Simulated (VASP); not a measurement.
# Rb (I4/mmm) in VASP: further runs, part 2 of 2

VASP 6.6.1.

## (3) Single point, LDA

This run uses another cell than the first one, of the same volume but with other edges.

Input file INCAR:

```
SYSTEM = Rb
PREC = Accurate
ENCUT = 520
EDIFF = 1E-6
ISMEAR = 0
SIGMA = 0.15
LREAL = .False.
LASPH = .True.
NELM = 100
ALGO = Normal
ISIF = 2
LWAVE = .False.
LCHARG = .False.
GGA = CA
NBANDS = 10
```

Input file KPOINTS:

```
Automatic mesh
0
Gamma
  12 12 12
  0 0 0
```

Input file POSCAR:

```
Rb
1.0
    0.0000000000      3.2429318348      4.5855056144
    3.2429318348      0.0000000000      4.5855056144
    3.2429318348      3.2429318348      0.0000000000
Rb
1
Direct
    0.0000000000      0.0000000000      0.0000000000
```

Potentials or basis: VASP PAW LDA potentials, release 64 (Rb_sv).

Started as:

```bash
> cat potpaw_LDA.64/Rb_sv/POTCAR > POTCAR
> mpirun -np 1 vasp_std > vasp.out
```

OUTCAR:

```text
SYSTEM = Rb
   PREC = Accurate
   ENCUT = 520
   EDIFF = 1E-6
   ISMEAR = 0
   LREAL = .False.
   LASPH = .True.
   NELM = 100
   ISIF = 2
   GGA = CA

 ion  position               nearest neighbor table
   1  0.000  0.000  0.000-

  LATTYP: Found a body centered tetragonal cell.
 ALAT       =     4.5861981826
 C/A-ratio  =     1.9996979772

  Lattice vectors:

 A1 = (  -3.2429318348,   0.0000000000,   4.5855056144)
 A2 = (   3.2429318348,   0.0000000000,   4.5855056144)
 A3 = (   0.0000000000,   3.2429318348,  -4.5855056144)

Analysis of symmetry for initial positions (statically):
=====================================================================
 Subroutine PRICEL returns:
 Original cell was already a primitive cell.

 Routine SETGRP: Setting up the symmetry group for a
 body centered tetragonal supercell.

 Subroutine GETGRP returns: Found 16 space group operations
 (whereof 16 operations were pure point group operations)
 out of a pool of 16 trial point group operations.

The static configuration has the point symmetry D_4h.

Analysis of symmetry for dynamics (positions and initial velocities):
[... 161 lines left out ...]
 cond. band min:      -0.3099212798   @ k =  -0.4167   0.3333   0.0833
 fundamental gap:      0.0192614392
 Fermi energy:        -0.3155955458

 k-point     1 :       0.0000    0.0000    0.0000
  band No.  band energies     occupation
      1     -29.1998      2.00000
      2     -13.3159      2.00000
      3     -13.2855      2.00000
      4     -13.2855      2.00000
      5      -2.2256      2.00000
      6       2.5074      0.00000
      7       2.6536      0.00000
      8       3.8782      0.00000
      9       3.8782      0.00000
     10       5.2048      0.00000
[... 287 lines left out ...]
 k-point    24 :      -0.4167    0.1667    0.0000
  band No.  band energies     occupation
      1     -29.1946      2.00000
      2     -13.4114      2.00000
      3     -13.3260      2.00000
      4     -13.2786      2.00000
      5       0.0668      0.00031
      6       0.5788      0.00000
      7       1.5009      0.00000
      8       3.9077      0.00000
      9       4.0060      0.00000
     10       4.8185      0.00000

 [... further k-points ...]
[... 5 lines left out ...]
  --------------------------------------------------------------------------------------
  -------------------------------------------------------------------------------------
  Total       -0.1488605     -0.1488605     -0.4818868      0.0000000      0.0000000      0.0000000
  in kB       -2.4728473     -2.4728473     -8.0050262      0.0000000      0.0000000      0.0000000
  external PRESSURE =      -4.3169069 kB  Pullay stress =       0.0000000 kB

 VOLUME and BASIS-vectors are now :
 -----------------------------------------------------------------------------
  energy-cutoff  :      520.00
  volume of cell :       96.45
      direct lattice vectors                 reciprocal lattice vectors
     0.000000000  3.242931835  4.585505614    -0.154181471  0.154181471  0.109039230
     3.242931835  0.000000000  4.585505614     0.154181471 -0.154181471  0.109039230
     3.242931835  3.242931835  0.000000000     0.154181471  0.154181471 -0.109039230

 POSITION                                       TOTAL-FORCE (eV/Angst)
 -----------------------------------------------------------------------------------
      0.00000      0.00000      0.00000         0.000000      0.000000      0.000000
 -----------------------------------------------------------------------------------
    total drift:                               -0.000000      0.000000     -0.000000

  FREE ENERGIE OF THE ION-ELECTRON SYSTEM (eV)
  ---------------------------------------------------
  free  energy   TOTEN  =        -0.9979545608 eV

  energy  without entropy=       -0.9872976935  energy(sigma->0) =       -0.99262613
```

OSZICAR:

```text
N       E                     dE             d eps       ncg     rms          rms(c)
DAV:   1     0.435834031677E+02    0.43583E+02   -0.32179E+03  3260   0.649E+02
DAV:   2     0.183856257066E+01   -0.41745E+02   -0.40889E+02  3648   0.124E+02
DAV:   3    -0.857110020199E+00   -0.26957E+01   -0.26872E+01  4206   0.326E+01
DAV:   4    -0.996383783386E+00   -0.13927E+00   -0.13883E+00  4894   0.607E+00
DAV:   5    -0.998602698864E+00   -0.22189E-02   -0.22183E-02  4486   0.702E-01    0.108E+00
DAV:   6    -0.997945983633E+00    0.65672E-03   -0.20570E-03  4830   0.247E-01    0.647E-01
DAV:   7    -0.997901968968E+00    0.44015E-04   -0.27725E-03  4780   0.276E-01    0.478E-02
DAV:   8    -0.997947013653E+00   -0.45045E-04   -0.11047E-04  4062   0.795E-02    0.169E-02
DAV:   9    -0.997954674805E+00   -0.76612E-05   -0.98266E-06  4920   0.213E-02    0.563E-03
DAV:  10    -0.997954560753E+00    0.11405E-06   -0.37723E-06  4156   0.105E-02
   1 F= -.99795456E+00 E0= -.99262613E+00  d E =-.106569E-01
```

stdout:

```text
POSCAR found type information on POSCAR Rb
 POSCAR found :  1 types and       1 ions
 scaLAPACK will be used
 LDA part: xc-table for (Slater(with rela. corr.)+CA(PZ))
 , standard interpolation
 POSCAR, INCAR and KPOINTS ok, starting setup
 FFT: planning ... GRIDC
 FFT: planning ... GRID_SOFT
 FFT: planning ... GRID
 WAVECAR not read
 entering main loop
```

Wall time 89 s (1 thread of Intel Xeon Platinum 8259CL at 2.50GHz (Skylake/Cascade Lake), shared host); peak memory 0.29 GiB.

What came out:

- Free energy: -0.9980 eV
- Pressure: -0.4 GPa

## (4) Single point, LDA

This run uses another cell than the first one, of the same volume but with other edges.

Input file INCAR:

```
SYSTEM = Rb
PREC = Accurate
ENCUT = 520
EDIFF = 1E-6
ISMEAR = 0
SIGMA = 0.15
LREAL = .FALSE.
LASPH = .TRUE.
NELM = 100
ALGO = Normal
ISIF = 2
LWAVE = .FALSE.
LCHARG = .FALSE.
NBANDS = 10
```

Input file KPOINTS:

```
Automatic mesh
0
G
  12 12 12
  0 0 0
```

Input file POSCAR:

```
Rb
1.0
    0.0000000000      3.8425068287      3.2661308044
    3.8425068287      0.0000000000      3.2661308044
    3.8425068287      3.8425068287      0.0000000000
Rb
1
Direct
    0.0000000000      0.0000000000      0.0000000000
```

Potentials or basis: VASP PAW LDA potentials, release 64 (Rb_sv).

Started as:

```bash
> cat potpaw_LDA.64/Rb_sv/POTCAR > POTCAR
> mpirun -np 1 vasp_std > vasp.out
```

OUTCAR:

```text
SYSTEM = Rb
   PREC = Accurate
   ENCUT = 520
   EDIFF = 1E-6
   ISMEAR = 0
   LREAL = .FALSE.
   LASPH = .TRUE.
   NELM = 100
   ISIF = 2

 ion  position               nearest neighbor table
   1  0.000  0.000  0.000-

  LATTYP: Found a body centered tetragonal cell.
 ALAT       =     5.4341252707
 C/A-ratio  =     1.2020815280

  Lattice vectors:

 A1 = (   0.0000000000,  -3.8425068287,  -3.2661308044)
 A2 = (   0.0000000000,   3.8425068287,  -3.2661308044)
 A3 = (   3.8425068287,   0.0000000000,   3.2661308044)

Analysis of symmetry for initial positions (statically):
=====================================================================
 Subroutine PRICEL returns:
 Original cell was already a primitive cell.

 Routine SETGRP: Setting up the symmetry group for a
 body centered tetragonal supercell.

 Subroutine GETGRP returns: Found 16 space group operations
 (whereof 16 operations were pure point group operations)
 out of a pool of 16 trial point group operations.

The static configuration has the point symmetry D_4h.

Analysis of symmetry for dynamics (positions and initial velocities):
=====================================================================
 Subroutine PRICEL returns:
 Original cell was already a primitive cell.

 Routine SETGRP: Setting up the symmetry group for a
 body centered tetragonal supercell.

 Subroutine GETGRP returns: Found 16 space group operations
 (whereof 16 operations were pure point group operations)
 out of a pool of 16 trial point group operations.

The dynamic configuration has the point symmetry D_4h.

 Subroutine INISYM returns: Found 16 space group operations
 (whereof 16 operations are pure point group operations),
 and found     1 'primitive' translations

----------------------------------------------------------------------------------------

                                     Primitive cell

  volume of cell :      96.4479

  direct lattice vectors                    reciprocal lattice vectors
     0.000000000  3.842506829  3.266130804    -0.130123386  0.130123386  0.153086337
     3.842506829  0.000000000  3.266130804     0.130123386 -0.130123386  0.153086337
     3.842506829  3.842506829  0.000000000     0.130123386  0.130123386 -0.153086337

  length of vectors
     5.043061487  5.043061487  5.434125271     0.239373386  0.239373386  0.239373386

  position of ions in fractional coordinates (direct lattice)
     0.000000000  0.000000000  0.000000000

  ion indices of the primitive-cell ions
   primitive index   ion index
                 1           1

----------------------------------------------------------------------------------------

 KPOINTS: Automatic mesh

Automatic generation of k-mesh.
 Grid dimensions read from file:
 generate k-points for:   12   12   12

 Generating k-lattice:

  Cartesian coordinates                     Fractional coordinates (reciprocal lattice)
    -0.010843616  0.010843616  0.012757195     0.083333333 -0.000000000  0.000000000
     0.010843616 -0.010843616  0.012757195    -0.000000000  0.083333333  0.000000000
     0.010843616  0.010843616 -0.012757195     0.000000000  0.000000000  0.083333333

  Length of vectors
     0.019947782  0.019947782  0.019947782

  Shift w.r.t. Gamma in fractional coordinates (k-lattice)
     0.000000000  0.000000000  0.000000000

 Subroutine IBZKPT returns following result:
 ===========================================

 Found    163 irreducible k-points:

 Following reciprocal coordinates:
            Coordinates               Weight
  0.000000  0.000000  0.000000      1.000000
  0.083333 -0.000000  0.000000      8.000000
  0.166667 -0.000000  0.000000      8.000000
  0.250000 -0.000000  0.000000      8.000000
  0.333333 -0.000000  0.000000      8.000000
  0.416667 -0.000000  0.000000      8.000000
[... 16 lines left out ...]
  0.500000  0.166667  0.000000      8.000000
 -0.416667  0.166667  0.000000      8.000000
 [... further k-points ...]
   k-points           NKPTS =    163   k-points in BZ     NKDIM =    163   number of bands    NBANDS=     10
   number of dos      NEDOS =    301   number of ions     NIONS =      1
   total plane-waves  NPLWV =  64000
   dimension x,y,z NGX =    40 NGY =   40 NGZ =   40
   dimension x,y,z NGXF=    80 NGYF=   80 NGZF=   80
   ions per type =               1
   NGX,Y,Z   is equivalent  to a cutoff of  13.19, 13.19, 12.24 a.u.
   NGXF,Y,Z  is equivalent  to a cutoff of  26.37, 26.37, 24.47 a.u.
 SYSTEM =  Rb
   PREC   = accura    normal or accurate (medium, high low for compatibility)
   ISTART =      0    job   : 0-new  1-cont  2-samecut
   ICHARG =      2    charge: 1-file 2-atom 10-const
   ISPIN  =      1    spin polarized calculation?
   LNONCOLLINEAR =      F non collinear calculations
   LSORBIT =      F    spin-orbit coupling
   LASPH  =      T    aspherical Exc in radial PAW
   ENCUT  =  520.0 eV  38.22 Ry    6.18 a.u.   9.38  9.38 10.10*2*pi/ulx,y,z
   NELM   =    100;   NELMIN=  2; NELMDL= -5     # of ELM steps
   EDIFF  = 0.1E-05   stopping-criterion for ELM
   LREAL  =      F    real-space projection
[... 7 lines left out ...]
   TEBEG  =    0.0;   TEEND  =   0.0 temperature during run
   PSTRESS=    0.0 pullay stress
   NELECT =       9.0000    total number of electrons
   NUPDOWN=      -1.0000    fix difference up-down
   EMIN   =  10.00;   EMAX   =-10.00  energy-range for DOS
   EFERMI =   0.00;   METHOD = LEGACY
   ISMEAR =     0;   SIGMA  =   0.15  broadening in eV -4-tet -1-fermi 0-gaus
   EFERMI_NEDOS =   21; number of points for ismear=-14 and -15
   IALGO  =     38    algorithm
   IMIX   =      4    mixing-type and parameters
     AMIX     =   0.40;   BMIX     =  1.00
     AMIX_MAG =   1.60;   BMIX_MAG =  1.00
  volume/ion in A,a.u.               =      96.45       650.86
  Fermi-wavevector in a.u.,A,eV,Ry     =   0.742548  1.403213  7.501953  0.551378
  Thomas-Fermi vector in A             =   1.837453
   LORBIT       =      0    0 simple, 1 ext, 2 COOP (PROOUT), +10 PAW based schemes
   GGA     = CA    functional components
   LHFCALC =     F    Hartree Fock is set to
   AEXX    =    0.0000 exact exchange contribution
   IVDW    =     0    specifies the selected vdW correction
   LEPSILON=     F    determine dielectric tensor
   LRPA    =     F    only Hartree local field effects (RPA)
 non-spin polarized calculation
 Gauss-broadening in eV      SIGMA  =   0.15
  energy-cutoff  :      520.00
  volume of cell :       96.45
 maximum number of plane-waves:      2622
 NGX is ok and might be reduce to    40

 number of electron       9.0000000 magnetization

 Free energy of the ion-electron system (eV)
  ---------------------------------------------------
  ext. energy  EPLUGINS =         0.00000000
  ---------------------------------------------------
  free energy    TOTEN  =        -1.02956337 eV

  energy without entropy =       -1.01883588  energy(sigma->0) =       -1.02419963

 E-fermi :  -0.3314     XC(G=0):  -5.5304

 val. band max:       -0.3660501121   @ k =   0.5000   0.0833   0.3333
 cond. band min:      -0.3302305800   @ k =   0.4167   0.2500   0.0000
 fundamental gap:      0.0358195321
 Fermi energy:        -0.3313860051

 k-point     1 :       0.0000    0.0000    0.0000
  band No.  band energies     occupation
      1     -29.1579      2.00000
      2     -13.2637      2.00000
      3     -13.2637      2.00000
      4     -13.2632      2.00000
      5      -2.2325      2.00000
      6       3.0442      0.00000
      7       3.0442      0.00000
      8       3.5507      0.00000
      9       3.8101      0.00000
     10       4.5805      0.00000

 k-point     2 :       0.0833   -0.0000    0.0000
  band No.  band energies     occupation
      1     -29.1577      2.00000
      2     -13.2690      2.00000
      3     -13.2651      2.00000
      4     -13.2636      2.00000
      5      -2.1574      2.00000
      6       2.9261      0.00000
      7       3.0568      0.00000
      8       3.4898      0.00000
      9       3.7694      0.00000
     10       4.4782      0.00000
[... 274 lines left out ...]
 k-point    24 :      -0.4167    0.1667    0.0000
  band No.  band energies     occupation
      1     -29.1544      2.00000
      2     -13.3358      2.00000
      3     -13.2882      2.00000
      4     -13.2824      2.00000
      5      -0.1329      0.06133
      6       0.7223      0.00000
      7       2.6132      0.00000
      8       2.7461      0.00000
      9       4.0522      0.00000
     10       4.8739      0.00000

 [... further k-points ...]
[... 5 lines left out ...]
  --------------------------------------------------------------------------------------
  -------------------------------------------------------------------------------------
  Total       -0.3149775     -0.3149775     -0.2912875      0.0000000      0.0000000      0.0000000
  in kB       -5.2323555     -5.2323555     -4.8388204      0.0000000      0.0000000      0.0000000
  external PRESSURE =      -5.1011772 kB  Pullay stress =       0.0000000 kB

 VOLUME and BASIS-vectors are now :
 -----------------------------------------------------------------------------
  energy-cutoff  :      520.00
  volume of cell :       96.45
      direct lattice vectors                 reciprocal lattice vectors
     0.000000000  3.842506829  3.266130804    -0.130123386  0.130123386  0.153086337
     3.842506829  0.000000000  3.266130804     0.130123386 -0.130123386  0.153086337
     3.842506829  3.842506829  0.000000000     0.130123386  0.130123386 -0.153086337

 POSITION                                       TOTAL-FORCE (eV/Angst)
 -----------------------------------------------------------------------------------
      0.00000      0.00000      0.00000         0.000000      0.000000      0.000000
 -----------------------------------------------------------------------------------
    total drift:                               -0.000000      0.000000     -0.000000

  FREE ENERGIE OF THE ION-ELECTRON SYSTEM (eV)
  ---------------------------------------------------
  free  energy   TOTEN  =        -1.0295633679 eV

  energy  without entropy=       -1.0188358842  energy(sigma->0) =       -1.02419963
```

OSZICAR:

```text
N       E                     dE             d eps       ncg     rms          rms(c)
DAV:   1     0.437574954983E+02    0.43757E+02   -0.32635E+03  3260   0.651E+02
DAV:   2     0.193403783398E+01   -0.41823E+02   -0.40947E+02  3626   0.124E+02
DAV:   3    -0.885641509238E+00   -0.28197E+01   -0.28108E+01  4284   0.329E+01
DAV:   4    -0.102746222280E+01   -0.14182E+00   -0.14154E+00  4700   0.623E+00
DAV:   5    -0.102976392256E+01   -0.23017E-02   -0.23009E-02  4332   0.783E-01    0.110E+00
DAV:   6    -0.102940666158E+01    0.35726E-03   -0.19981E-03  4830   0.248E-01    0.652E-01
DAV:   7    -0.102950688789E+01   -0.10023E-03   -0.23401E-03  4764   0.263E-01    0.442E-02
DAV:   8    -0.102955541014E+01   -0.48522E-04   -0.87765E-05  3886   0.697E-02    0.184E-02
DAV:   9    -0.102956327101E+01   -0.78609E-05   -0.10624E-05  4480   0.230E-02    0.573E-03
DAV:  10    -0.102956336791E+01   -0.96895E-07   -0.33724E-06  4338   0.999E-03
   1 F= -.10295634E+01 E0= -.10241996E+01  d E =-.107275E-01
```

Wall time 82 s (1 thread of Intel Xeon Platinum 8259CL at 2.50GHz (Skylake/Cascade Lake), shared host); peak memory 0.29 GiB.

What came out:

| Quantity | Value |
| --- | --- |
| Free energy | -1.0296 eV |
| Pressure | -0.5 GPa |

## (5) The runs side by side

```tsv
cell	gap on the mesh (eV)	pressure (GPa)
a = 5.350, b = 5.350, c = 4.844 Å, angles 63.1, 63.1, 53.8°, 1 atom	none	-0.5
a = 5.616, b = 5.616, c = 4.586 Å, angles 65.9, 65.9, 48.2°, 1 atom	none	-0.4
a = 5.043, b = 5.043, c = 5.434 Å, angles 57.4, 57.4, 65.2°, 1 atom	none	-0.5
```

Alike in all rows: task single point; level LDA; potentials or basis VASP PAW LDA potentials, release 64 (Rb_sv); no spin polarisation; k mesh 12 × 12 × 12; cutoff (eV) 520; smearing gaussian 0.15 eV.

Total energies depend on the potentials used, so only differences within one code and one set of settings carry meaning.
